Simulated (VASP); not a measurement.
# C in VASP: single point with PBE+D3(BJ)

Aim: the single point of C with PBE+D3(BJ).

All numbers are computed with VASP 6.6.1; they aren't measurements. Logs are shortened: lines on timing, memory, paths and dates and some standing lists are left out, and cuts for length are marked.

**1. The cell of the first run**

The cell holds a molecule in a box, 1 atom: a = 15.000 Å, b = 15.500 Å, c = 16.000 Å, α = 90.00°, β = 90.00°, γ = 90.00°.

**2. Single point, PBE+D3(BJ), collinear spin, ferromagnetic start**

Input file INCAR:

```
SYSTEM = C
PREC = Accurate
ENCUT = 520
EDIFF = 1E-6
ISMEAR = 0
SIGMA = 0.005
LREAL = .False.
LASPH = .True.
NELM = 150
ALGO = Normal
ISIF = 2
LWAVE = .False.
LCHARG = .True.
ISPIN = 2
MAGMOM = 2
LORBIT = 11
GGA = PE
IVDW = 12
LELF = .True.
LVHAR = .True.
NBANDS = 12
ISYM = 0
```

Input file KPOINTS:

```
regular mesh
0
Gamma
  1 1 1
  0 0 0
```

Input file POSCAR:

```
C
1.0
   15.0000000000      0.0000000000      0.0000000000
    0.0000000000     15.5000000000      0.0000000000
    0.0000000000      0.0000000000     16.0000000000
C
1
Direct
    0.5000000000      0.5000000000      0.5000000000
```

Potentials or basis: VASP PAW PBE potentials, release 64 (C).

Run with:

```sh
$ cat potpaw_PBE.64/C/POTCAR > POTCAR
$ mpirun -np 1 vasp_gam > vasp.out
```

OUTCAR:

```text
SYSTEM = C
   PREC = Accurate
   ENCUT = 520
   EDIFF = 1E-6
   ISMEAR = 0
   LREAL = .False.
   LASPH = .True.
   NELM = 150
   ISIF = 2
   ISPIN = 2
   LORBIT = 11
   GGA = PE
   IVDW = 12
   ISYM = 0
 IVDW          = 12

 ion  position               nearest neighbor table
   1  0.500  0.500  0.500-

IMPORTANT INFORMATION: All symmetrisations will be switched off!
NOSYMM: (Re-)initialisation of all symmetry stuff for point group C_1.

----------------------------------------------------------------------------------------

                                     Primitive cell

  volume of cell :    3720.0000

  direct lattice vectors                    reciprocal lattice vectors
    15.000000000  0.000000000  0.000000000     0.066666667  0.000000000  0.000000000
     0.000000000 15.500000000  0.000000000     0.000000000  0.064516129  0.000000000
     0.000000000  0.000000000 16.000000000     0.000000000  0.000000000  0.062500000

  length of vectors
    15.000000000 15.500000000 16.000000000     0.066666667  0.064516129  0.062500000

  position of ions in fractional coordinates (direct lattice)
     0.500000000  0.500000000  0.500000000

  ion indices of the primitive-cell ions
   primitive index   ion index
                 1           1

----------------------------------------------------------------------------------------

 KPOINTS: regular mesh

Automatic generation of k-mesh.
 Grid dimensions read from file:
 generate k-points for:    1    1    1

 Generating k-lattice:

  Cartesian coordinates                     Fractional coordinates (reciprocal lattice)
     0.066666667  0.000000000  0.000000000     1.000000000  0.000000000  0.000000000
     0.000000000  0.064516129  0.000000000     0.000000000  1.000000000  0.000000000
     0.000000000  0.000000000  0.062500000     0.000000000  0.000000000  1.000000000

  Length of vectors
     0.066666667  0.064516129  0.062500000

  Shift w.r.t. Gamma in fractional coordinates (k-lattice)
     0.000000000  0.000000000  0.000000000

 Subroutine IBZKPT returns following result:
 ===========================================

 Found      1 irreducible k-points:

 Following reciprocal coordinates:
            Coordinates               Weight
  0.000000  0.000000  0.000000      1.000000
   k-points           NKPTS =      1   k-points in BZ     NKDIM =      1   number of bands    NBANDS=     12
   number of dos      NEDOS =    301   number of ions     NIONS =      1
   total plane-waves  NPLWV = ******
   dimension x,y,z NGX =   112 NGY =  120 NGZ =  120
   dimension x,y,z NGXF=   224 NGYF=  240 NGZF=  240
   ions per type =               1
   NGX,Y,Z   is equivalent  to a cutoff of  12.41, 12.87, 12.47 a.u.
   NGXF,Y,Z  is equivalent  to a cutoff of  24.83, 25.74, 24.94 a.u.
 SYSTEM =  C
   PREC   = accura    normal or accurate (medium, high low for compatibility)
   ISTART =      0    job   : 0-new  1-cont  2-samecut
   ICHARG =      2    charge: 1-file 2-atom 10-const
   ISPIN  =      2    spin polarized calculation?
   LNONCOLLINEAR =      F non collinear calculations
   LSORBIT =      F    spin-orbit coupling
   LASPH  =      T    aspherical Exc in radial PAW
   ENCUT  =  520.0 eV  38.22 Ry    6.18 a.u.  27.89 28.82 29.75*2*pi/ulx,y,z
   NELM   =    150;   NELMIN=  2; NELMDL= -5     # of ELM steps
   EDIFF  = 0.1E-05   stopping-criterion for ELM
   LREAL  =      F    real-space projection
   EDIFFG = 0.1E-04   stopping-criterion for IOM
   NSW    =      0    number of steps for IOM
   IBRION =     -1    ionic relax: 0-MD 1-quasi-New 2-CG
   NFREE  =      0    steps in history (QN), initial steepest desc. (CG)
   ISIF   =      2    stress and relaxation
   ISYM   =      0    0-nonsym 1-usesym 2-fastsym
   POTIM  = 0.5000    time-step for ionic-motion
   TEBEG  =    0.0;   TEEND  =   0.0 temperature during run
   PSTRESS=    0.0 pullay stress
   NELECT =       4.0000    total number of electrons
   NUPDOWN=      -1.0000    fix difference up-down
   EMIN   =  10.00;   EMAX   =-10.00  energy-range for DOS
   EFERMI =   0.00;   METHOD = LEGACY
   ISMEAR =     0;   SIGMA  =   0.01  broadening in eV -4-tet -1-fermi 0-gaus
   EFERMI_NEDOS =   21; number of points for ismear=-14 and -15
   IALGO  =     38    algorithm
   IMIX   =      4    mixing-type and parameters
     AMIX     =   0.40;   BMIX     =  1.00
     AMIX_MAG =   1.60;   BMIX_MAG =  1.00
  volume/ion in A,a.u.               =    3720.00     25103.80
  Fermi-wavevector in a.u.,A,eV,Ry     =   0.167718  0.316942  0.382724  0.028129
  Thomas-Fermi vector in A             =   0.873261
   LORBIT       =     11    0 simple, 1 ext, 2 COOP (PROOUT), +10 PAW based schemes
   GGA     = PE    functional components
   LHFCALC =     F    Hartree Fock is set to
   AEXX    =    0.0000 exact exchange contribution
   IVDW    =    12    specifies the selected vdW correction
   LEPSILON=     F    determine dielectric tensor
   LRPA    =     F    only Hartree local field effects (RPA)
 spin polarized calculation
 Gauss-broadening in eV      SIGMA  =   0.01
  energy-cutoff  :      520.00
  volume of cell :     3720.00
 maximum number of plane-waves:     50071
 NGX is ok and might be reduce to   112
   NGX = 55   NGY = 57   NGZ = 59

 number of electron       4.0000000 magnetization       1.9999999

 Free energy of the ion-electron system (eV)
  ---------------------------------------------------
  ext. energy  EPLUGINS =         0.00000000
  ---------------------------------------------------
  free energy    TOTEN  =        -1.38583478 eV

  energy without entropy =       -1.38583478  energy(sigma->0) =       -1.38583478

 E-fermi :  -6.0430     XC(G=0):  -0.1601

 val. band max:       -6.0692459882   @ k =   0.0000   0.0000   0.0000
 cond. band min:      -5.5345171716   @ k =   0.0000   0.0000   0.0000
 fundamental gap:      0.5347288166
 Fermi energy:        -6.0429939842

 spin component 1

 k-point     1 :       0.0000    0.0000    0.0000
  band No.  band energies     occupation
      1     -14.4158      1.00000
      2      -6.0693      1.00000
      3      -6.0692      1.00000
      4      -5.5345      0.00000
      5      -0.3075      0.00000
      6       0.2693      0.00000
      7       0.4076      0.00000
      8       0.4330      0.00000
      9       0.5121      0.00000
     10       0.5716      0.00000
     11       0.6183      0.00000
     12       0.9770      0.00000
 Fermi energy:        -6.0429939842

 spin component 2

 k-point     1 :       0.0000    0.0000    0.0000
  band No.  band energies     occupation
      1     -11.8841      1.00000
      2      -4.6655      0.00000
      3      -3.0534      0.00000
      4      -3.0532      0.00000
      5      -0.0459      0.00000
      6       0.4951      0.00000
      7       0.5770      0.00000
      8       0.6060      0.00000
      9       0.6151      0.00000
     10       0.6308      0.00000
     11       0.6569      0.00000
     12       1.1591      0.00000

------------------------ aborting loop because EDIFF is reached ----------------------------------------

 Edisp (eV)   -0.00001

 E8    (eV) :    -0.0000

  FORCE on cell =-STRESS in cart. coord.  units (eV):
  Direction    XX          YY          ZZ          XY          YZ          ZX
  --------------------------------------------------------------------------------------
  -------------------------------------------------------------------------------------
  Total      -0.00810    -0.00969    -0.00940    -0.00033    -0.00005    -0.00003
  in kB      -0.00349    -0.00417    -0.00405    -0.00014    -0.00002    -0.00001
  external pressure =       -0.00 kB  Pullay stress =        0.00 kB

 VOLUME and BASIS-vectors are now :
 -----------------------------------------------------------------------------
  energy-cutoff  :      520.00
  volume of cell :     3720.00
      direct lattice vectors                 reciprocal lattice vectors
    15.000000000  0.000000000  0.000000000     0.066666667  0.000000000  0.000000000
     0.000000000 15.500000000  0.000000000     0.000000000  0.064516129  0.000000000
     0.000000000  0.000000000 16.000000000     0.000000000  0.000000000  0.062500000

 POSITION                                       TOTAL-FORCE (eV/Angst)
 -----------------------------------------------------------------------------------
      7.50000      7.75000      8.00000         0.000000      0.000000      0.000000
 -----------------------------------------------------------------------------------
    total drift:                                0.000000      0.000000      0.000000

  FREE ENERGIE OF THE ION-ELECTRON SYSTEM (eV)
  ---------------------------------------------------
  free  energy   TOTEN  =        -1.3858438114 eV

  energy  without entropy=       -1.3858438114  energy(sigma->0) =       -1.38584381

 total charge

# of ion       s       p       d       tot
------------------------------------------
    1        1.043   0.956   0.000   1.999

 magnetization (x)

# of ion       s       p       d       tot
------------------------------------------
    1        0.031   0.956   0.000   0.987
```

Wall time 14 min (1 thread of Intel Xeon Platinum 8488C (Sapphire Rapids), shared host); peak memory 3.4 GiB.

What came out:

```
Free energy                                           : -1.3858 eV
Gap between the frontier levels                       : 0.53 eV
Net moment                                            : 2.00 μB per cell
Site moments                                          : C +0.99 μB
Valence electrons inside the program's atomic spheres : C 2.00
Dispersion energy per atom                            : 0.000 eV
```

Levels at points of the mesh, in eV from the valence-band top:
Spin up:
```tsv
k point	band 1	band 2	band 3	band 4	band 5	band 6	band 7	band 8
(0.00, 0.00, 0.00)	-8.35	0.00	0.00	0.53	5.76	6.34	6.48	6.50
```
Spin down:
```tsv
k point	band 1	band 2	band 3	band 4	band 5
(0.00, 0.00, 0.00)	-5.81	1.40	3.02	3.02	6.02
```
